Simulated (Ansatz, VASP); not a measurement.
Two plane-wave programs on MoS2

```
S Mo
1.0
     3.16000    0.00000    0.00000
    -1.58000    2.73664    0.00000
     0.00000    0.00000   27.28000
S Mo
4 2
Direct
  0.66667 0.33333 0.32991
  0.66667 0.33333 0.44465
  0.33333 0.66667 0.55535
  0.33333 0.66667 0.67009
  0.33333 0.66667 0.38728
  0.66667 0.33333 0.61272
```

Alike in both runs: task single point; functional LDA; k mesh 12 × 12 × 1; occupations gaussian, width 0.01 eV; non-collinear spin, spin-orbit coupling.

|  | VASP | Ansatz |
| --- | --- | --- |
| version | VASP 6.6.1 | Ansatz 0.2.0 |
| potentials or method | VASP PAW LDA potentials, release 64 (S, Mo_sv) | plane waves, PAW |
| plane-wave cutoff (eV) | 520 | 420 |
| valence electrons in the cell | 52 | 52 |

```csv
,VASP,Ansatz,Ansatz less VASP
net moment per atom (μB),0.00,0.00,0.000
```

LDA's correlation is that of Perdew and Zunger in VASP and of Perdew and Wang (1992) in Ansatz. Ansatz's warnings: slab cell height set, xc potential rough in thin density.
